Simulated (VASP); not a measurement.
Bi:

```
Bi
1.0
     2.23545    1.29063    4.14536
    -2.23545    1.29063    4.14536
     0.00000   -2.58127    4.14536
Bi
2
Cartesian
  0.0000 0.0000 2.8297
  0.0000 0.0000 9.6064
```

| Property | Result |
| --- | --- |
| Program | VASP 6.6.1 |
| Task | relaxation of cell and atoms |
| Functional | r2SCAN |
| Potentials or basis | VASP PAW PBE potentials, release 64 (Bi_d) |
| Cutoff | 600 eV |
| k mesh | 6 × 6 × 6 |
| Occupations | gaussian, width 0.1 eV |
| Spin | no spin polarisation |

At the start: pressure 2.5 GPa; volume 35.88 Å³/atom.

Task: Where does the relaxation end?

Result: Over 10 steps the energy falls by 21.2 meV/atom and the volume is 36.82 Å³/atom (+2.6 %); space group R-3m (No. 166, to 0.1 Å) before and after.

Step by step:
| step | energy change (eV) | largest force (eV/Å) | pressure (GPa) | volume (Å³) |
| --- | --- | --- | --- | --- |
| 1 | 0.0000 | 0.6493 | 2.54 | 71.76 |
| 2 | -0.0179 | 0.1791 | -1.94 | 77.82 |
| 3 | -0.0373 | 0.1430 | -0.26 | 75.17 |
| 4 | -0.0373 | 0.1529 | -0.21 | 75.10 |
| 5 | -0.0396 | 0.1042 | -0.11 | 74.68 |
| 6 | -0.0413 | 0.0269 | 0.02 | 73.99 |
| 7 | -0.0413 | 0.0114 | 0.05 | 73.87 |
| 8 | -0.0419 | 0.0102 | -0.07 | 73.88 |
| 9 | -0.0422 | 0.0369 | -0.21 | 73.89 |
| 10 | -0.0425 | 0.0204 | -0.10 | 73.65 |

Final structure:
```
Bi
1.0
     2.26871    1.30984    4.13065
    -2.26871    1.30984    4.13065
     0.00000   -2.61969    4.13065
Bi
2
Direct
  0.23121 0.23121 0.23121
  0.76879 0.76879 0.76879
```

Caveat: the PAW data sets were made with another functional, which shifts forces and pressure a little.
